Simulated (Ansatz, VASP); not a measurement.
Two plane-wave programs on SnSe

```
Sn Se
1.0
     0.00000    3.39084    3.39084
     3.39084    0.00000    3.39084
     3.39084    3.39084    0.00000
Sn Se
1 1
Cartesian
  0.0000 0.0000 0.0000
  5.0863 5.0863 5.0863
```

Alike in both runs: task relaxation of cell and atoms; functional PBE0; k mesh 4 × 4 × 4; occupations fermi-dirac, width 0.05 eV; no spin polarisation.

|  | VASP | Ansatz |
| --- | --- | --- |
| version | VASP 6.6.1 | Ansatz 0.2.0 |
| potentials or method | VASP PAW PBE potentials, release 64 (Sn_d, Se) | Ansatz PAW |
| plane-wave cutoff (eV) | 600 | 420 |
| valence electrons in the cell | 20 | 30 |

VASP gave:

| Quantity | Value |
| --- | --- |
| gap on the k mesh at the Fermi level, each at its own relaxed structure (eV) | 0.96 |
| relaxed volume (Å³/atom) | 38.08 |
| relaxed cell length with the largest relative difference (Å) | 4.758 |

What did Ansatz give for the same quantities?

gap on the k mesh at the Fermi level, each at its own relaxed structure (eV): 0.91; relaxed volume (Å³/atom): 38.22; relaxed cell length with the largest relative difference (Å): 4.764.

VASP's potentials hold 20 valence electrons a cell and Ansatz's 30, so a difference there can come from the potentials and not from the codes.

Noted on Ansatz's run: the plane-wave basis is chosen anew once the cell has moved, so the energies of steps on either side of that aren't comparable.
